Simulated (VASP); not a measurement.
Set up this calculation in VASP 6.6.1, as the native input.

```
Task                   : relaxation of cell and atoms
Functional             : PBE
Potentials or basis    : VASP PAW PBE potentials, release 64 (Hg, Te)
Cutoff                 : 600 eV
k mesh                 : 11 × 11 × 11
Occupations            : fermi-dirac, width 0.05 eV
Spin                   : no spin polarisation
Target pressure        : 10 GPa
Dipole correction      : no
Further INCAR settings : ALGO = Normal; EDIFF = 1e-06; IBRION = 2; EDIFFG = -0.005; NSW = 32; ISIF = 3
```

The structure of HgTe (zincblende type) lies in POSCAR:

```
HgTe
1.0
    0.0000000000      3.1291907891      3.1291907891
    3.1291907891      0.0000000000      3.1291907891
    3.1291907891      3.1291907891      0.0000000000
Hg Te
1 1
Direct
    0.0000000000      0.0000000000      0.0000000000
    0.2500000000      0.2500000000      0.2500000000
```

The input as run:

INCAR

```
ALGO = Normal ; EDIFF = 1E-6
EDIFFG = -0.005 ; ENCUT = 600
GGA = PE ; IBRION = 2
ISIF = 3 ; ISMEAR = -1
LASPH = T ; LCHARG = F
LREAL = F ; LWAVE = F
NELM = 80 ; NSW = 32
PREC = Accurate ; PSTRESS = 100.0
SIGMA = 0.05
```

KPOINTS

```
k-points
0
Gamma
  11 11 11
```

Potentials or basis: VASP PAW PBE potentials, release 64 (Hg, Te).

Launch:

```sh
$ cat potpaw_PBE.64/Hg/POTCAR potpaw_PBE.64/Te/POTCAR > POTCAR
$ mpirun -np 1 vasp_std > vasp.out
```

It gave:

```json
{"Relaxed volume": "30.69 Å³/atom", "Relaxed cell": "a = 4.428 Å, b = 4.428 Å, c = 4.428 Å, α = 60.00°, β = 60.00°, γ = 60.00°", "Space group after relaxing (to 0.1 Å)": "F-43m (No. 216)", "Energy change on relaxing (the run minimises the enthalpy)": "-3.4 meV/atom", "Ionic steps": "3", "Pressure after relaxing": "10.0 GPa", "Band gap on the k mesh": "zero (filled and empty bands touch)"}
```

Caveat: the cell is relaxed towards a set pressure, so the run minimises the enthalpy, not the energy; semilocal functionals underestimate gaps, so a narrow gap can read as zero; spin-orbit coupling is left out, which moves the levels of the heavy elements.

It took 2.4 min on 1 thread of Intel Xeon 8259CL, on a shared host, peak memory 0.24 GiB.
